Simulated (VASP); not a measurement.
Runs of VASP 6.6.1 on Pt. The structure is that of space group Fm-3m (No. 225), or close to it. The cells are those of the table. 

```tsv
task	level	potentials or basis	cell	k mesh	cutoff (eV)	gap on the mesh (eV)	pressure (GPa)	relaxed volume (Å³/atom)
single point	LDA	VASP PAW LDA potentials, release 64 (Pt)	a = 2.753 Å, angles 60.0°, 1 atom	35 × 35 × 35	520	none	0.8	-
single point	PBE	VASP PAW PBE potentials, release 64 (Pt)	a = 2.807 Å, angles 60.0°, 1 atom	24 × 24 × 24	520	none	(a)	-
single point	LDA	VASP PAW LDA potentials, release 64 (Pt)	a = 2.753 Å, angles 60.0°, 1 atom	24 × 24 × 24	520	none	0.8	-
relaxation of cell and atoms	LDA	VASP PAW LDA potentials, release 64 (Pt)	relaxed from a = 2.772 Å, angles 60.0°, 1 atom	24 × 24 × 24	600	none	0.0	14.80
single point	PBEsol	VASP PAW PBE potentials, release 64 (Pt)	a = 2.772 Å, angles 60.0°, 1 atom	35 × 35 × 35	520	none	(b)	-
relaxation of cell and atoms	PBEsol	VASP PAW PBE potentials, release 64 (Pt)	relaxed from a = 2.772 Å, angles 60.0°, 1 atom	24 × 24 × 24	600	none	0.0	15.02
single point	PBEsol	VASP PAW PBE potentials, release 64 (Pt)	a = 2.770 Å, angles 60.0°, 1 atom	24 × 24 × 24	520	none	-0.4	-
```

Alike in all rows: no spin polarisation; smearing methfessel-paxton 0.1 eV.

Task: Estimate the missing entries.

Result: (a) -0.5; (b) -0.9.

Caveats: spin-orbit coupling is left out, which moves the levels of the heavy elements; the PAW data sets were made with another functional, which shifts forces and pressure a little (at least some runs).

A k mesh can miss the band edges, and the runs leave out spin-orbit coupling on Pt.

A gap of «none» marks levels without a gap at the run's occupations.
